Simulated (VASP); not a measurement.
# MgO2 (I4/mcm) in VASP: a series of runs

The runs below take MgO2 through single point, with r2SCAN.

Program: VASP 6.6.1. These are calculated values, not measurements. Logs are shortened: lines on timing, memory, paths and dates and some standing lists are left out, and cuts for length are marked.

## (1) The cell of the first run

It takes space group I4/mcm (No. 140, tetragonal). The conventional cell has a = 4.341 Å, b = 4.341 Å, c = 5.313 Å, α = 90.00°, β = 90.00°, γ = 90.00°. Within 2.9 Å of Mg (site symmetry 422) lie 8 O at 2.18 Å and 2 Mg at 2.66 Å. O (site symmetry m2m) has 1 O at 1.48 Å within 2.0 Å.

## (2) Single point, r2SCAN (8.34 Å³/atom)

POSCAR

```
MgO2
1.0
   -2.1705583324      2.1705583324      2.6563822956
    2.1705583324     -2.1705583324      2.6563822956
    2.1705583324      2.1705583324     -2.6563822956
Mg O
2 4
Direct
    0.2500000000      0.2500000000      0.0000000000
    0.7500000000      0.7500000000      0.0000000000
    0.1202963794      0.6202963794      0.7405927588
    0.6202963794      0.8797036206      0.5000000000
    0.8797036206      0.3797036206      0.2594072412
    0.3797036206      0.1202963794      0.5000000000
```

INCAR.step1

```
SYSTEM = MgO2
ALGO = Normal ; EDIFF = 1E-4
ENCUT = 520 ; GGA = PE
ISMEAR = 0 ; LASPH = .True.
LCHARG = .False. ; LREAL = .False.
LWAVE = .True. ; NBANDS = 23
NELM = 60 ; PREC = Accurate
SIGMA = 0.02
```

INCAR.step2

```
SYSTEM = MgO2
ALGO = Normal ; EDIFF = 1E-6
ENCUT = 520 ; ISIF = 2
ISMEAR = 0 ; ISTART = 1
LASPH = .True. ; LCHARG = .False.
LMIXTAU = .True. ; LREAL = .False.
LWAVE = .False. ; METAGGA = R2SCAN
NBANDS = 23 ; NELM = 60
PREC = Accurate ; SIGMA = 0.02
```

KPOINTS

```
k-points
0
Gamma
  8 8 8
  0 0 0
```

Potentials or basis: VASP PAW PBE potentials, release 64 (Mg, O).

The run is started by

```console
cat potpaw_PBE.64/Mg/POTCAR potpaw_PBE.64/O/POTCAR > POTCAR
cp INCAR.step1 INCAR
mpirun -np 1 vasp_std > vasp.out
cp INCAR.step2 INCAR
mpirun -np 1 vasp_std > vasp.out
```

OUTCAR:

```text
SYSTEM = MgO2
   EDIFF = 1E-6
   ENCUT = 520
   ISIF = 2
   ISMEAR = 0
   ISTART = 1
   LASPH = .True.
   LREAL = .False.
   METAGGA = R2SCAN
   NELM = 60
   PREC = Accurate

 ion  position               nearest neighbor table
   1  0.250  0.250  0.000-   5 2.18   3 2.18   6 2.18   6 2.18   4 2.18   4 2.18   3 2.18   5 2.18
                             2 2.66   2 2.66   2 3.07   2 3.07   2 3.07   2 3.07
   2  0.750  0.750  0.000-   5 2.18   3 2.18   4 2.18   4 2.18   6 2.18   6 2.18   5 2.18   3 2.18
                             1 2.66   1 2.66   1 3.07   1 3.07   1 3.07   1 3.07
   3  0.120  0.620  0.741-   5 1.48   1 2.18   2 2.18   2 2.18   1 2.18
   4  0.620  0.880  0.500-   6 1.48   2 2.18   1 2.18   2 2.18   1 2.18
   5  0.880  0.380  0.259-   3 1.48   2 2.18   1 2.18   2 2.18   1 2.18
   6  0.380  0.120  0.500-   4 1.48   1 2.18   2 2.18   1 2.18   2 2.18

  LATTYP: Found a body centered tetragonal cell.
 ALAT       =     4.3411166648
 C/A-ratio  =     1.2238244216

  Lattice vectors:

 A1 = (  -2.1705583324,   2.1705583324,   2.6563822956)
 A2 = (   2.1705583324,  -2.1705583324,   2.6563822956)
 A3 = (   2.1705583324,   2.1705583324,  -2.6563822956)

Analysis of symmetry for initial positions (statically):
=====================================================================
 Subroutine PRICEL returns:
 Original cell was already a primitive cell.

 Routine SETGRP: Setting up the symmetry group for a
 body centered tetragonal supercell.

 Subroutine GETGRP returns: Found 16 space group operations
 (whereof  8 operations were pure point group operations)
 out of a pool of 16 trial point group operations.

The static configuration has the point symmetry C_4h.
 The point group associated with its full space group is D_4h.

Analysis of symmetry for dynamics (positions and initial velocities):
=====================================================================
 Subroutine PRICEL returns:
 Original cell was already a primitive cell.

 Routine SETGRP: Setting up the symmetry group for a
 body centered tetragonal supercell.

 Subroutine GETGRP returns: Found 16 space group operations
 (whereof  8 operations were pure point group operations)
 out of a pool of 16 trial point group operations.

The dynamic configuration has the point symmetry C_4h.
 The point group associated with its full space group is D_4h.

 Subroutine INISYM returns: Found 16 space group operations
 (whereof  8 operations are pure point group operations),
 and found     1 'primitive' translations

----------------------------------------------------------------------------------------

                                     Primitive cell

  volume of cell :      50.0603

  direct lattice vectors                    reciprocal lattice vectors
    -2.170558332  2.170558332  2.656382296     0.000000000  0.230355477  0.188225919
     2.170558332 -2.170558332  2.656382296     0.230355477  0.000000000  0.188225919
     2.170558332  2.170558332 -2.656382296     0.230355477  0.230355477  0.000000000

  length of vectors
     4.059435164  4.059435164  4.059435164     0.297477129  0.297477129  0.325771840

  position of ions in fractional coordinates (direct lattice)
     0.250000000  0.250000000  0.000000000
     0.750000000  0.750000000  0.000000000
     0.120296379  0.620296379  0.740592759
     0.620296379  0.879703621  0.500000000
     0.879703621  0.379703621  0.259407241
     0.379703621  0.120296379  0.500000000

  ion indices of the primitive-cell ions
   primitive index   ion index
                 1           1
                 2           2
                 3           3
                 4           4
                 5           5
                 6           6

----------------------------------------------------------------------------------------

 KPOINTS: k-points

Automatic generation of k-mesh.
 Grid dimensions read from file:
 generate k-points for:    8    8    8

 Generating k-lattice:

  Cartesian coordinates                     Fractional coordinates (reciprocal lattice)
     0.000000000  0.028794435  0.023528240     0.125000000  0.000000000  0.000000000
     0.028794435  0.000000000  0.023528240     0.000000000  0.125000000  0.000000000
     0.028794435  0.028794435  0.000000000     0.000000000  0.000000000  0.125000000

  Length of vectors
     0.037184641  0.037184641  0.040721480

  Shift w.r.t. Gamma in fractional coordinates (k-lattice)
     0.000000000  0.000000000  0.000000000

 Subroutine IBZKPT returns following result:
 ===========================================

 Found     59 irreducible k-points:

 Following reciprocal coordinates:
            Coordinates               Weight
  0.000000  0.000000  0.000000      1.000000
  0.125000  0.000000  0.000000      8.000000
  0.250000  0.000000  0.000000      8.000000
  0.375000  0.000000 -0.000000      8.000000
  0.500000  0.000000  0.000000      4.000000
  0.125000  0.125000  0.000000      8.000000
[... 16 lines left out ...]
  0.250000  0.125000  0.125000     16.000000
  0.375000  0.125000  0.125000      8.000000
 [... further k-points ...]
   k-points           NKPTS =     59   k-points in BZ     NKDIM =     59   number of bands    NBANDS=     23
   number of dos      NEDOS =    301   number of ions     NIONS =      6
   total plane-waves  NPLWV =  27000
   dimension x,y,z NGX =    30 NGY =   30 NGZ =   30
   dimension x,y,z NGXF=    60 NGYF=   60 NGZF=   60
   ions per type =               2   4
   NGX,Y,Z   is equivalent  to a cutoff of  12.29, 12.29, 12.29 a.u.
   NGXF,Y,Z  is equivalent  to a cutoff of  24.57, 24.57, 24.57 a.u.
 SYSTEM =  MgO2
   PREC   = accura    normal or accurate (medium, high low for compatibility)
   ISTART =      1    job   : 0-new  1-cont  2-samecut
   ICHARG =      0    charge: 1-file 2-atom 10-const
   ISPIN  =      1    spin polarized calculation?
   LNONCOLLINEAR =      F non collinear calculations
   LSORBIT =      F    spin-orbit coupling
   LASPH  =      T    aspherical Exc in radial PAW
   ENCUT  =  520.0 eV  38.22 Ry    6.18 a.u.   7.55  7.55  7.55*2*pi/ulx,y,z
   NELM   =     60;   NELMIN=  2; NELMDL=  0     # of ELM steps
   EDIFF  = 0.1E-05   stopping-criterion for ELM
   LREAL  =      F    real-space projection
   EDIFFG = 0.1E-04   stopping-criterion for IOM
   NSW    =      0    number of steps for IOM
   IBRION =     -1    ionic relax: 0-MD 1-quasi-New 2-CG
   NFREE  =      0    steps in history (QN), initial steepest desc. (CG)
   ISIF   =      2    stress and relaxation
   ISYM   =      2    0-nonsym 1-usesym 2-fastsym
   POTIM  = 0.5000    time-step for ionic-motion
   TEBEG  =    0.0;   TEEND  =   0.0 temperature during run
   PSTRESS=    0.0 pullay stress
   NELECT =      28.0000    total number of electrons
   NUPDOWN=      -1.0000    fix difference up-down
   EMIN   =  10.00;   EMAX   =-10.00  energy-range for DOS
   EFERMI =   0.00;   METHOD = LEGACY
   ISMEAR =     0;   SIGMA  =   0.02  broadening in eV -4-tet -1-fermi 0-gaus
   EFERMI_NEDOS =   21; number of points for ismear=-14 and -15
   IALGO  =     38    algorithm
   IMIX   =      4    mixing-type and parameters
     AMIX     =   0.40;   BMIX     =  1.00
     AMIX_MAG =   1.60;   BMIX_MAG =  1.00
  volume/ion in A,a.u.               =       8.34        56.30
  Fermi-wavevector in a.u.,A,eV,Ry     =   1.348848  2.548953 24.754316  1.819391
  Thomas-Fermi vector in A             =   2.476483
   LORBIT       =      0    0 simple, 1 ext, 2 COOP (PROOUT), +10 PAW based schemes
   METAGGA = R2SCAN    functional components
   LHFCALC =     F    Hartree Fock is set to
   AEXX    =    0.0000 exact exchange contribution
   IVDW    =     0    specifies the selected vdW correction
   LEPSILON=     F    determine dielectric tensor
   LRPA    =     F    only Hartree local field effects (RPA)
 non-spin polarized calculation
 Gauss-broadening in eV      SIGMA  =   0.02
  energy-cutoff  :      520.00
  volume of cell :       50.06
 maximum number of plane-waves:      1376
   NGX = 15   NGY = 15   NGZ = 15

 number of electron      28.0000003 magnetization

 Free energy of the ion-electron system (eV)
  ---------------------------------------------------
  ext. energy  EPLUGINS =         0.00000000
  ---------------------------------------------------
  free energy    TOTEN  =       -42.29844594 eV

  energy without entropy =      -42.29844594  energy(sigma->0) =      -42.29844594

 E-fermi :   5.1526     XC(G=0): -12.1362

 val. band max:        5.0572732371   @ k =   0.5000   0.5000   0.5000
 cond. band min:       8.6788823543   @ k =  -0.2500   0.2500   0.2500
 fundamental gap:      3.6216091172
 Fermi energy:         5.1525661457

 k-point     1 :       0.0000    0.0000    0.0000
  band No.  band energies     occupation
      1     -19.0306      2.00000
      2     -17.0773      2.00000
      3     -11.6346      2.00000
      4     -11.6346      2.00000
      5      -2.4296      2.00000
      6      -2.1452      2.00000
[... 15 lines left out ...]
     22      19.2141      0.00000
     23      19.3251      0.00000

 k-point     2 :       0.1250    0.0000    0.0000
  band No.  band energies     occupation
      1     -18.9551      2.00000
      2     -17.1513      2.00000
      3     -11.6540      2.00000
      4     -11.6508      2.00000
      5      -2.6725      2.00000
      6      -2.3924      2.00000
[... 15 lines left out ...]
     22      19.0027      0.00000
     23      19.2488      0.00000

 k-point     3 :       0.2500    0.0000    0.0000
  band No.  band energies     occupation
      1     -18.7402      2.00000
      2     -17.3608      2.00000
      3     -11.6995      2.00000
      4     -11.6917      2.00000
      5      -3.0564      2.00000
      6      -2.8073      2.00000
[... 15 lines left out ...]
     22      18.5906      0.00000
     23      19.3753      0.00000

 k-point     4 :       0.3750    0.0000   -0.0000
  band No.  band energies     occupation
      1     -18.4199      2.00000
      2     -17.6740      2.00000
      3     -11.7435      2.00000
      4     -11.7369      2.00000
      5      -3.2976      2.00000
      6      -3.1456      2.00000
[... 15 lines left out ...]
     22      18.0225      0.00000
     23      19.9439      0.00000

 k-point     5 :       0.5000    0.0000    0.0000
  band No.  band energies     occupation
      1     -18.0453      2.00000
      2     -18.0453      2.00000
      3     -11.7591      2.00000
      4     -11.7591      2.00000
      5      -3.3248      2.00000
      6      -3.3248      2.00000
[... 15 lines left out ...]
     22      17.5314      0.00000
     23      20.7309      0.00000

 k-point     6 :       0.1250    0.1250    0.0000
  band No.  band energies     occupation
      1     -18.8360      2.00000
      2     -17.2555      2.00000
      3     -11.7126      2.00000
      4     -11.6792      2.00000
      5      -2.9664      2.00000
      6      -2.1658      2.00000
[... 15 lines left out ...]
     22      18.8300      0.00000
     23      19.3112      0.00000

 k-point     7 :       0.2500    0.1250   -0.0000
  band No.  band energies     occupation
      1     -18.5950      2.00000
      2     -17.4787      2.00000
      3     -11.7936      2.00000
      4     -11.7238      2.00000
      5      -3.2302      2.00000
      6      -2.4046      2.00000
[... 353 lines left out ...]
     22      17.7622      0.00000
     23      21.5922      0.00000

 k-point    21 :       0.5000    0.5000    0.0000
  band No.  band energies     occupation
      1     -18.2358      2.00000
      2     -17.6906      2.00000
      3     -12.3288      2.00000
      4     -11.7837      2.00000
      5      -2.1228      2.00000
      6      -1.9375      2.00000
[... 15 lines left out ...]
     22      17.6996      0.00000
     23      21.6214      0.00000

 k-point    22 :       0.1250    0.1250    0.1250
  band No.  band energies     occupation
      1     -18.5822      2.00000
      2     -17.4875      2.00000
      3     -11.7953      2.00000
      4     -11.7774      2.00000
      5      -3.2888      2.00000
      6      -2.0659      2.00000
[... 15 lines left out ...]
     22      18.3222      0.00000
     23      20.1443      0.00000

 k-point    23 :       0.2500    0.1250    0.1250
  band No.  band energies     occupation
      1     -18.3136      2.00000
      2     -17.7216      2.00000
      3     -11.8837      2.00000
      4     -11.8697      2.00000
      5      -3.1177      2.00000
      6      -2.3250      2.00000
[... 15 lines left out ...]
     22      17.6082      0.00000
     23      21.0246      0.00000

 k-point    24 :       0.3750    0.1250    0.1250
  band No.  band energies     occupation
      1     -18.0102      2.00000
      2     -18.0102      2.00000
      3     -11.9141      2.00000
      4     -11.9141      2.00000
      5      -2.7748      2.00000
      6      -2.7748      2.00000
[... 15 lines left out ...]
     22      17.2460      0.00000
     23      21.6675      0.00000

 [... further k-points ...]

------------------------ aborting loop because EDIFF is reached ----------------------------------------

  FORCE on cell =-STRESS in cart. coord.  units (eV):
  Direction    XX          YY          ZZ          XY          YZ          ZX
  --------------------------------------------------------------------------------------
  -------------------------------------------------------------------------------------
  Total        1.5949027      1.5949027      1.1438943      0.0000000     -0.0000000      0.0000000
  in kB       51.0447753     51.0447753     36.6102751      0.0000000     -0.0000000      0.0000000
  external PRESSURE =      46.2332752 kB  Pullay stress =       0.0000000 kB

 VOLUME and BASIS-vectors are now :
 -----------------------------------------------------------------------------
  energy-cutoff  :      520.00
  volume of cell :       50.06
      direct lattice vectors                 reciprocal lattice vectors
    -2.170558332  2.170558332  2.656382296     0.000000000  0.230355477  0.188225919
     2.170558332 -2.170558332  2.656382296     0.230355477  0.000000000  0.188225919
     2.170558332  2.170558332 -2.656382296     0.230355477  0.230355477  0.000000000

 POSITION                                       TOTAL-FORCE (eV/Angst)
 -----------------------------------------------------------------------------------
      0.00000      0.00000      1.32819        -0.000000      0.000000      0.000000
      0.00000      0.00000      3.98457        -0.000000      0.000000      0.000000
      2.69278      0.52222      0.00000         0.206076      0.206076     -0.000000
      1.64834      0.52222      2.65638        -0.206076      0.206076      0.000000
     -0.52222      1.64834      2.65638        -0.206076     -0.206076      0.000000
      0.52222      1.64834      0.00000         0.206076     -0.206076      0.000000
 -----------------------------------------------------------------------------------
    total drift:                               -0.000000     -0.000000      0.000000

  FREE ENERGIE OF THE ION-ELECTRON SYSTEM (eV)
  ---------------------------------------------------
  free  energy   TOTEN  =       -42.2984459378 eV

  energy  without entropy=      -42.2984459378  energy(sigma->0) =      -42.29844594
```

Run time: 2.4 min. Hardware: 1 thread of Intel Xeon Platinum 8488C (Sapphire Rapids), shared host; peak memory 0.2 GiB.

What came out:

- Free energy: -42.2984 eV
- Pressure: 4.6 GPa
- Largest force: 0.291 eV/Å
- Band gap on the k mesh: 3.62 eV (least direct gap 4.51 eV)

Forces on the atoms (eV/Å):
```
Mg   0.000  0.000  0.000
Mg   0.000  0.000  0.000
O    0.206  0.206  0.000
O   -0.206  0.206  0.000
O   -0.206 -0.206  0.000
O    0.206 -0.206  0.000
```

Caveat: the cell stands under pressure; the PAW data sets were made with another functional, which shifts forces and pressure a little. A k mesh can miss the band edges.

## (3) Single point, r2SCAN (8.86 Å³/atom)

This run uses another cell than the first one, of 8.86 Å³/atom.

POSCAR

```
MgO2
1.0
   -2.2094912219      2.2094912219      2.7221649010
    2.2094912219     -2.2094912219      2.7221649010
    2.2094912219      2.2094912219     -2.7221649010
Mg O
2 4
Direct
    0.2500000000      0.2500000000      0.0000000000
    0.7500000000      0.7500000000      0.0000000000
    0.1192713213      0.6192713213      0.7385426427
    0.6192713213      0.8807286787      0.5000000000
    0.8807286787      0.3807286787      0.2614573573
    0.3807286787      0.1192713213      0.5000000000
```

INCAR.step1

```
SYSTEM = MgO2
ALGO = Normal
EDIFF = 1E-4
ENCUT = 520
GGA = PE
ISMEAR = 0
LASPH = .True.
LCHARG = .False.
LREAL = .False.
LWAVE = .True.
NBANDS = 23
NELM = 60
PREC = Accurate
SIGMA = 0.02
```

INCAR.step2

```
SYSTEM = MgO2
ALGO = Normal
EDIFF = 1E-7
ENCUT = 520
ISIF = 2
ISMEAR = 0
ISTART = 1
LASPH = .True.
LCHARG = .False.
LMIXTAU = .True.
LREAL = .False.
LWAVE = .False.
METAGGA = R2SCAN
NBANDS = 23
NELM = 60
PREC = Accurate
SIGMA = 0.02
```

KPOINTS is that of step 2.

Potentials or basis: VASP PAW PBE potentials, release 64 (Mg, O).

The run is started by

```console
cat potpaw_PBE.64/Mg/POTCAR potpaw_PBE.64/O/POTCAR > POTCAR
cp INCAR.step1 INCAR
mpirun -np 1 vasp_std > vasp.out
cp INCAR.step2 INCAR
mpirun -np 1 vasp_std > vasp.out
```

It took 2.3 min on 1 thread of Intel Xeon Platinum 8488C (Sapphire Rapids), shared host; peak memory 0.21 GiB.

The run converged. Its results:

```
Free energy            : -42.2893 eV
Pressure               : -4.8 GPa
Largest force          : 0.270 eV/Å
Band gap on the k mesh : 3.44 eV (least direct gap 4.34 eV)
```

Forces in eV/Å, atoms in the order of the input:
```
Mg   0.000  0.000  0.000
Mg   0.000  0.000  0.000
O    0.191  0.191  0.000
O   -0.191  0.191  0.000
O   -0.191 -0.191  0.000
O    0.191 -0.191  0.000
```

Stress tensor (GPa, compression positive):
```
-4.39  0.00  0.00
 0.00 -4.39  0.00
 0.00  0.00 -5.70
```

Levels at points of the mesh, in eV from the valence-band top:
```tsv
k point	band 12	band 13	band 14	band 15	band 16	band 17
(0.00, 0.00, 0.00)	-2.64	-2.64	-0.27	4.84	4.84	5.43
(0.50, 0.00, 0.00)	-2.01	-1.75	-1.75	3.73	3.73	8.66
(0.50, 0.50, 0.00)	-1.94	-1.66	-1.22	4.29	4.73	8.33
(0.50, 0.50, 0.50)	-1.24	-1.24	0.00	4.53	4.53	9.81
```

Caveat: the cell stands under tension; the PAW data sets were made with another functional, which shifts forces and pressure a little. A k mesh can miss the band edges.
